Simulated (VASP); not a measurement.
The system is CdS.

```
Cd S
1.0
     0.07461    2.95504    2.95504
     2.95504    0.07461    2.95504
     2.95504    2.95504    0.07461
Cd S
1 1
Direct
  0.00282 0.00282 0.00282
  0.24718 0.24718 0.24718
```

This cell differs from its parent crystal: epitaxial 111 strain -2.0%.

Program: VASP 6.6.1. Alike in all runs: task single point; potentials or basis VASP PAW PBE potentials, release 64 (Cd, S); no spin polarisation; cell as given; cutoff (eV) 520. Hardware: 1 thread of Intel(R) Xeon(R) Platinum 8488C (Sapphire Rapids) (shared host).

**Question.** Order these runs on this cell by their wall time, lowest first.
A. level PBE; k mesh 8 × 8 × 8; smearing fermi-dirac 0.02 eV
B. level PBE; k mesh 4 × 4 × 4; smearing gaussian 0.01 eV
C. level r2SCAN; k mesh 8 × 8 × 8; smearing gaussian 0.01 eV

**Answer.** B (8.9 s), A (31 s), C (90 s).

Caveats: some runs use coarse meshes.
